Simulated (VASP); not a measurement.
Write the native input for VASP 6.6.1 that does the following.

```yaml
Task: single point
Functional: r2SCAN
Potentials_or_basis: VASP PAW PBE potentials, release 64 (In_d)
Cutoff: 520 eV
k_mesh: 11 × 11 × 11
Occupations: fermi-dirac, width 0.05 eV
Spin: no spin polarisation
Dipole_correction: no
Further_INCAR_settings: ALGO = Normal; EDIFF = 1e-06; NBANDS = 12
```

Crystal: In.

```xyz
1
Lattice="-1.6146 1.6146 2.4571 1.6146 -1.6146 2.4571 1.6146 1.6146 -2.4571" Properties=species:S:1:pos:R:3 pbc="T T T"
In    0.0000    0.0000    0.0000
```

The input as run:

POSCAR

```
In
1.0
   -1.6145604767      1.6145604767      2.4570974863
    1.6145604767     -1.6145604767      2.4570974863
    1.6145604767      1.6145604767     -2.4570974863
In
1
Direct
    0.0000000000      0.0000000000      0.0000000000
```

INCAR.step1

```
PREC = Accurate ; ENCUT = 520
ISMEAR = -1 ; SIGMA = 0.05
LREAL = F ; LASPH = T
NELM = 80 ; NBANDS = 12
GGA = PE ; ALGO = Normal
EDIFF = 1E-4 ; LWAVE = T
LCHARG = F
```

INCAR.step2

```
PREC = Accurate ; ENCUT = 520
EDIFF = 1E-6 ; ISMEAR = -1
SIGMA = 0.05 ; LREAL = F
LASPH = T ; NELM = 80
ALGO = Normal ; ISIF = 2
LWAVE = F ; LCHARG = F
METAGGA = R2SCAN ; LMIXTAU = T
NBANDS = 12 ; ISTART = 1
```

KPOINTS

```
Automatic mesh
0
Gamma
  11 11 11
```

Potentials or basis: VASP PAW PBE potentials, release 64 (In_d).

Command:

```sh
$ cat potpaw_PBE.64/In_d/POTCAR > POTCAR
$ cp INCAR.step1 INCAR
$ mpirun -np 1 vasp_std > vasp.out
$ cp INCAR.step2 INCAR
$ mpirun -np 1 vasp_std > vasp.out
```

It gave:

```
Pressure : 1.2 GPa
```

Caveat: the PAW data sets were made with another functional, which shifts forces and pressure a little.

It took 2.5 min on 1 thread of Intel(R) Xeon(R) Platinum 8259CL CPU @ 2.50GHz (Skylake/Cascade Lake), on a shared host, peak memory 0.19 GiB.
